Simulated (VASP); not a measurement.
Here is a VASP 6.6.1 calculation.

Contents of INCAR:

```
SYSTEM = Ir
ALGO = Normal
DIPOL = 0.5 0.5 0.500
EDIFF = 1E-7
EDIFFG = -0.03
ENCUT = 450
GGA = PE
GGA_COMPAT = .FALSE.
IBRION = 2
IDIPOL = 3
ISIF = 2
ISMEAR = 0
LASPH = .TRUE.
LCHARG = .FALSE.
LDIPOL = .TRUE.
LREAL = .FALSE.
LWAVE = .FALSE.
NELM = 120
NELMDL = -8
NELMIN = 4
NSW = 70
PREC = Accurate
SIGMA = 0.1
```

The input KPOINTS:

```
k-points
0
G
  10 8 1
  0 0 0
```

Contents of POSCAR:

```
Ir
1.0
    2.7369678276      0.0000000000      0.0000000000
    0.0000000000      3.8706570215      0.0000000000
    0.0000000000      0.0000000000     18.1054517414
Ir
4
Selective dynamics
Direct
    0.5000000000      0.5000000000      0.3866238799  F F F
    0.0000000000      0.0000000000      0.4622079600  F F F
    0.5000000000      0.5000000000      0.5377920400  T T T
    0.0000000000      0.0000000000      0.6133761201  T T T
```

Potentials or basis: VASP PAW PBE potentials, release 64 (Ir).

The run is started by

```sh
$ cat potpaw_PBE.64/Ir/POTCAR > POTCAR
$ mpirun -np 1 vasp_std > vasp.out
```

Question: What does it give for the energy gained by relaxing?

Answer: 24.7 meV/atom.

Question: Estimate the band gap on the k mesh.

Answer: Zero (bands 18 and 19 overlap by 1.06 eV).

The path:
| step | energy change (eV) | largest force on free atoms (eV/Å) | pressure (GPa) |
| --- | --- | --- | --- |
| 1 | 0.0000 | 1.3227 | -5.52 |
| 2 | -0.0691 | 0.7559 | -4.70 |
| 3 | -0.0948 | 0.1861 | -3.68 |
| 4 | -0.0948 | 0.1774 | -3.73 |
| 5 | -0.0965 | 0.1365 | -3.65 |
| 6 | -0.0986 | 0.0305 | -3.46 |
| 7 | -0.0987 | 0.0150 | -3.41 |

Caveat: spin-orbit coupling is left out, which moves the levels of the heavy elements.
